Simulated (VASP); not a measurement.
# Ba4Ti4SO11 (a cell with a defect) in VASP: single point with PBE

Aim: the single point of Ba4Ti4SO11 (a cell with a defect) with PBE.

All numbers are computed with VASP 6.6.1; they aren't measurements. Logs are shortened: lines on timing, memory, paths and dates and some standing lists are left out, and cuts for length are marked.

## (1) The cell of the first run

The cell holds a defect, 20 atoms: a = 6.939 Å, b = 6.939 Å, c = 6.939 Å, α = 109.47°, β = 109.47°, γ = 109.47°.

## (2) Single point, PBE

The input, INCAR:

```
PREC = Accurate
ENCUT = 1000
EDIFF = 1E-6
ISMEAR = -1
SIGMA = 0.01
LREAL = Auto
LASPH = True
NELM = 120
ALGO = Normal
ISIF = 2
LWAVE = False
LCHARG = False
GGA = PE
NBANDS = 96
GGA_COMPAT = False
```

The input, KPOINTS:

```
Automatic mesh
0
Gamma
  3 3 3
```

The input, POSCAR:

```
Ba4Ti4SO11
1.0
   -4.0060000000      4.0060000000      4.0060000000
    4.0060000000     -4.0060000000      4.0060000000
    4.0060000000      4.0060000000     -4.0060000000
Ba Ti S O
4 4 1 11
Direct
    0.5065045304      0.5032522652      0.5032522652
    0.0000000000     -0.0032522652      0.5032522652
    0.0000000000      0.5032522652     -0.0032522652
    0.4934954696     -0.0032522652     -0.0032522652
    0.0000000000     -0.0213707283     -0.0213707283
    0.5000000000      0.5000000000      0.0000000000
    0.5000000000      0.0000000000      0.5000000000
    0.0000000000      0.5213707283      0.5213707283
    0.0000000000      0.2500000000      0.2500000000
    0.5000000000      0.7500000000      0.2500000000
    0.5000000000      0.2500000000      0.7500000000
    0.0000000000      0.7500000000      0.7500000000
    0.2509854832     -0.0112672677      0.2397182155
    0.7490145168      0.5112672677      0.2602817845
    0.7490145168     -0.0112672677      0.7377472491
    0.2509854832      0.5112672677      0.7622527509
    0.2509854832      0.2397182155     -0.0112672677
    0.7490145168      0.7377472491     -0.0112672677
    0.7490145168      0.2602817845      0.5112672677
    0.2509854832      0.7622527509      0.5112672677
```

Potentials or basis: VASP PAW PBE potentials, release 64 (Ba_sv, Ti_sv, S, O_h).

Command:

```bash
> cat potpaw_PBE.64/Ba_sv/POTCAR potpaw_PBE.64/Ti_sv/POTCAR potpaw_PBE.64/S/POTCAR potpaw_PBE.64/O_h/POTCAR > POTCAR
> mpirun -np 1 vasp_std > vasp.out
```

OUTCAR:

```text
PREC = Accurate
   ENCUT = 1000
   EDIFF = 1E-6
   ISMEAR = -1
   LREAL = Auto
   LASPH = True
   NELM = 120
   ISIF = 2
   GGA = PE

 ion  position               nearest neighbor table
   1  0.507  0.503  0.503-  14 2.75  19 2.75  18 2.75  15 2.75  12 2.80  11 2.83  10 2.83   9 2.87
                            13 2.92  17 2.92  20 2.92  16 2.92   8 3.34   5 3.34   6 3.47   7 3.47
   2  0.000  0.997  0.503-  14 2.75  15 2.75  17 2.75  20 2.75  12 2.80  11 2.83  10 2.83   9 2.87
                            19 2.92  13 2.92  18 2.92  16 2.92   8 3.34   5 3.34   7 3.47   7 3.47
   3  0.000  0.503  0.997-  13 2.75  16 2.75  18 2.75  19 2.75  12 2.80  11 2.83  10 2.83   9 2.87
                            14 2.92  20 2.92  15 2.92  17 2.92   8 3.34   5 3.34   6 3.47   6 3.47
   4  0.493  0.997  0.997-  13 2.75  17 2.75  16 2.75  20 2.75  12 2.80  11 2.83  10 2.83   9 2.87
                            19 2.92  14 2.92  18 2.92  15 2.92   5 3.34   8 3.34   6 3.47   7 3.47
   5  0.000  0.979  0.979-  12 1.83  13 2.01  15 2.01  17 2.01  18 2.01   9 2.17   4 3.34   1 3.34
                             3 3.34   2 3.34   3 3.60   2 3.60   1 3.60   4 3.60
   6  0.500  0.500  0.000-  14 2.00  16 2.00  17 2.00  18 2.00  10 2.00  11 2.00   1 3.47   4 3.47
                             3 3.47   2 3.47   3 3.47   2 3.47   4 3.47   1 3.47
   7  0.500  0.000  0.500-  13 2.00  15 2.00  19 2.00  20 2.00  10 2.00  11 2.00   1 3.47   4 3.47
                             2 3.47   3 3.47   2 3.47   3 3.47   1 3.47   4 3.47
   8  0.000  0.521  0.521-  12 1.83  14 2.01  16 2.01  19 2.01  20 2.01   9 2.17   1 3.34   4 3.34
                             3 3.34   2 3.34   3 3.60   2 3.60   4 3.60   1 3.60
   9  0.000  0.250  0.250-   5 2.17   8 2.17   2 2.87   3 2.87   1 2.87   4 2.87
  10  0.500  0.750  0.250-   6 2.00   7 2.00   2 2.83   3 2.83   4 2.83   1 2.83
  11  0.500  0.250  0.750-   6 2.00   7 2.00   3 2.83   2 2.83   4 2.83   1 2.83
  12  0.000  0.750  0.750-   5 1.83   8 1.83   1 2.80   4 2.80   3 2.80   2 2.80
  13  0.251  0.989  0.240-   7 2.00   5 2.01   4 2.75   3 2.75   1 2.92   2 2.92
  14  0.749  0.511  0.260-   6 2.00   8 2.01   1 2.75   2 2.75   4 2.92   3 2.92
  15  0.749  0.989  0.738-   7 2.00   5 2.01   1 2.75   2 2.75   3 2.92   4 2.92
  16  0.251  0.511  0.762-   6 2.00   8 2.01   3 2.75   4 2.75   2 2.92   1 2.92
  17  0.251  0.240  0.989-   6 2.00   5 2.01   4 2.75   2 2.75   1 2.92   3 2.92
  18  0.749  0.738  0.989-   6 2.00   5 2.01   1 2.75   3 2.75   2 2.92   4 2.92
  19  0.749  0.260  0.511-   7 2.00   8 2.01   1 2.75   3 2.75   4 2.92   2 2.92
  20  0.251  0.762  0.511-   7 2.00   8 2.01   2 2.75   4 2.75   3 2.92   1 2.92

  LATTYP: Found a body centered cubic cell.
 ALAT       =     8.0120000000

  Lattice vectors:

 A1 = (  -4.0060000000,   4.0060000000,   4.0060000000)
 A2 = (   4.0060000000,  -4.0060000000,   4.0060000000)
 A3 = (   4.0060000000,   4.0060000000,  -4.0060000000)

Analysis of symmetry for initial positions (statically):
=====================================================================
 Subroutine PRICEL returns:
 Original cell was already a primitive cell.

[... 155 lines left out ...]
   ISMEAR =    -1;   SIGMA  =   0.01  broadening in eV -4-tet -1-fermi 0-gaus
   EFERMI_NEDOS =   21; number of points for ismear=-14 and -15
   IALGO  =     38    algorithm
   IMIX   =      4    mixing-type and parameters
     AMIX     =   0.40;   BMIX     =  1.00
     AMIX_MAG =   1.60;   BMIX_MAG =  1.00
  volume/ion in A,a.u.               =      12.86        86.77
  Fermi-wavevector in a.u.,A,eV,Ry     =   1.397603  2.641087 26.576187  1.953295
  Thomas-Fermi vector in A             =   2.520843
   LORBIT       =      0    0 simple, 1 ext, 2 COOP (PROOUT), +10 PAW based schemes
   GGA     = PE    functional components
   LHFCALC =     F    Hartree Fock is set to
   AEXX    =    0.0000 exact exchange contribution
   IVDW    =     0    specifies the selected vdW correction
   LEPSILON=     F    determine dielectric tensor
   LRPA    =     F    only Hartree local field effects (RPA)
 non-spin polarized calculation
  energy-cutoff  :     1000.00
  volume of cell :      257.15
 maximum number of plane-waves:     18533
   NGX = 35   NGY = 35   NGZ = 35

 number of electron     160.0000000 magnetization

 Free energy of the ion-electron system (eV)
  ---------------------------------------------------
  ext. energy  EPLUGINS =         0.00000000
  ---------------------------------------------------
  free energy    TOTEN  =      -153.93519747 eV

  energy without entropy =     -153.93519747  energy(sigma->0) =     -153.93519747

 E-fermi :   5.3473     XC(G=0): -11.3739

 val. band max:        5.0690500855   @ k =   0.0000   0.0000   0.0000
 cond. band min:       6.2177343238   @ k =   0.0000   0.0000   0.0000
 fundamental gap:      1.1486842383
 Fermi energy:         5.3473176498

 k-point     1 :       0.0000    0.0000    0.0000
  band No.  band energies     occupation
      1     -51.9487      2.00000
      2     -51.9477      2.00000
      3     -51.8449      2.00000
      4     -51.8425      2.00000
      5     -28.3478      2.00000
      6     -28.2527      2.00000
[... 559 lines left out ...]
     91       8.6418      0.00000
     92       8.7975      0.00000
 [bands above 92 left out]

------------------------ aborting loop because EDIFF is reached ----------------------------------------

  FORCE on cell =-STRESS in cart. coord.  units (eV):
  Direction    XX          YY          ZZ          XY          YZ          ZX
  --------------------------------------------------------------------------------------
  -------------------------------------------------------------------------------------
  Total       35.4914394     15.4268068     15.4268068      0.0000000      0.0000000      0.0000000
  in kB      221.1267941     96.1155815     96.1155815      0.0000000      0.0000000      0.0000000
  external PRESSURE =     137.7859857 kB  Pullay stress =       0.0000000 kB

 VOLUME and BASIS-vectors are now :
 -----------------------------------------------------------------------------
  energy-cutoff  :     1000.00
  volume of cell :      257.15
      direct lattice vectors                 reciprocal lattice vectors
    -4.006000000  4.006000000  4.006000000     0.000000000  0.124812781  0.124812781
     4.006000000 -4.006000000  4.006000000     0.124812781  0.000000000  0.124812781
     4.006000000  4.006000000 -4.006000000     0.124812781  0.124812781  0.000000000

 POSITION                                       TOTAL-FORCE (eV/Angst)
 -----------------------------------------------------------------------------------
      2.00300      2.02906      2.02906        -0.000000     -0.008000     -0.008000
      6.00900     -1.97694      1.97694        -0.000000     -0.008000      0.008000
      6.00900      1.97694     -1.97694        -0.000000      0.008000     -0.008000
      6.00900      1.97694      1.97694        -0.000000      0.008000      0.008000
      7.84078      0.00000      0.00000         0.042675      0.000000      0.000000
      0.00000      0.00000      4.00600        -0.000000      0.000000      0.000000
[... 12 lines left out ...]
      0.09027      4.00600      1.99510        -0.041801      0.000000      0.000742
      4.09627      0.00000      2.01090        -0.041801     -0.000000     -0.000742
 -----------------------------------------------------------------------------------
    total drift:                               -0.000000     -0.000000      0.000000

  FREE ENERGIE OF THE ION-ELECTRON SYSTEM (eV)
  ---------------------------------------------------
  free  energy   TOTEN  =      -153.9351974664 eV

  energy  without entropy=     -153.9351974664  energy(sigma->0) =     -153.93519747
```

OSZICAR:

```text
N       E                     dE             d eps       ncg     rms          rms(c)
DAV:   1     0.295714954082E+04    0.29571E+04   -0.11203E+05  1152   0.291E+03
DAV:   2     0.544741710034E+03   -0.24124E+04   -0.23097E+04  1160   0.720E+02
DAV:   3    -0.109671169794E+03   -0.65441E+03   -0.60711E+03  1720   0.283E+02
DAV:   4    -0.191060153877E+03   -0.81389E+02   -0.80777E+02  1608   0.991E+01
DAV:   5    -0.194771702937E+03   -0.37115E+01   -0.37061E+01  1816   0.205E+01    0.477E+01
DAV:   6    -0.152427051834E+03    0.42345E+02   -0.23082E+02  1744   0.772E+01    0.199E+01
DAV:   7    -0.154354956497E+03   -0.19279E+01   -0.50491E+01  1640   0.268E+01    0.136E+01
DAV:   8    -0.153840090173E+03    0.51487E+00   -0.50959E+00  1616   0.111E+01    0.606E+00
DAV:   9    -0.153952720069E+03   -0.11263E+00   -0.11258E+00  1544   0.405E+00    0.230E+00
DAV:  10    -0.153951302144E+03    0.14179E-02   -0.31116E-01  1568   0.219E+00    0.121E+00
DAV:  11    -0.153934644727E+03    0.16657E-01   -0.53114E-02  1560   0.129E+00    0.379E-01
DAV:  12    -0.153935040959E+03   -0.39623E-03   -0.11004E-02  1672   0.398E-01    0.189E-01
DAV:  13    -0.153935118361E+03   -0.77402E-04   -0.15168E-03  1576   0.232E-01    0.110E-01
DAV:  14    -0.153935195428E+03   -0.77067E-04   -0.58802E-04  1520   0.110E-01    0.517E-02
DAV:  15    -0.153935219981E+03   -0.24553E-04   -0.23618E-04  1624   0.851E-02    0.492E-02
DAV:  16    -0.153935193467E+03    0.26514E-04   -0.12368E-04  1608   0.522E-02    0.837E-03
DAV:  17    -0.153935198072E+03   -0.46050E-05   -0.15868E-05  1456   0.206E-02    0.117E-02
DAV:  18    -0.153935197466E+03    0.60525E-06   -0.36162E-06  1152   0.963E-03
   1 F= -.15393520E+03 E0= -.15393520E+03  d E =-.351145E-13
```

Run time: 13 min. Hardware: 1 thread of Intel Xeon Platinum 8559C (Emerald Rapids), shared host; peak memory 0.9 GiB.

Results:

```
Free energy            : -153.9352 eV
Pressure               : 13.8 GPa
Largest force          : 0.043 eV/Å
Band gap on the k mesh : 1.15 eV
```

Forces on the atoms (eV/Å):
```
Ba   0.000 -0.008 -0.008
Ba   0.000 -0.008  0.008
Ba   0.000  0.008 -0.008
Ba   0.000  0.008  0.008
Ti   0.043  0.000  0.000
Ti   0.000  0.000  0.000
Ti   0.000  0.000  0.000
Ti  -0.043  0.000  0.000
S    0.000  0.000  0.000
O    0.000  0.000  0.000
O    0.000  0.000  0.000
O    0.000  0.000  0.000
O    0.042 -0.001  0.000
O   -0.042  0.001  0.000
O    0.042  0.001  0.000
O   -0.042 -0.001  0.000
O    0.042  0.000 -0.001
O    0.042  0.000  0.001
O   -0.042  0.000  0.001
O   -0.042  0.000 -0.001
```

Stress tensor (GPa, compression positive):
```
22.11  0.00  0.00
 0.00  9.61  0.00
 0.00  0.00  9.61
```

Caveat: spin-orbit coupling is left out, which moves the levels of the heavy elements.
